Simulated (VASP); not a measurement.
Input of a VASP 6.6.1 run:

The input INCAR:

```
SYSTEM = CdS
PREC = Accurate
ENCUT = 500
EDIFF = 1E-6
ISMEAR = 0
SIGMA = 0.01
LREAL = .False.
LASPH = .True.
NELM = 120
ALGO = Normal
ISIF = 2
LWAVE = .False.
LCHARG = .False.
GGA = PS
NBANDS = 16
GGA_COMPAT = .False.
```

KPOINTS

```
regular mesh
0
Gamma
  6 6 6
  0 0 0
```

File POSCAR:

```
CdS
1.0
    0.0000000000      2.7065698307      2.7065698307
    2.7065698307      0.0000000000      2.7065698307
    2.7065698307      2.7065698307      0.0000000000
Cd S
1 1
Direct
    0.0000000000      0.0000000000      0.0000000000
    0.5000000000      0.5000000000      0.5000000000
```

Potentials or basis: VASP PAW PBE potentials, release 64 (Cd, S).

Run with:

```bash
$ cat potpaw_PBE.64/Cd/POTCAR potpaw_PBE.64/S/POTCAR > POTCAR
$ mpirun -np 1 vasp_std > vasp.out
```

What does it give for the pressure?

-0.2 GPa.

Estimate the band gap on the k mesh.

0.12 eV, indirect (least direct gap 1.75 eV).

Caveat: the PAW data sets were made with another functional, which shifts forces and pressure a little. A k mesh can miss the band edges.
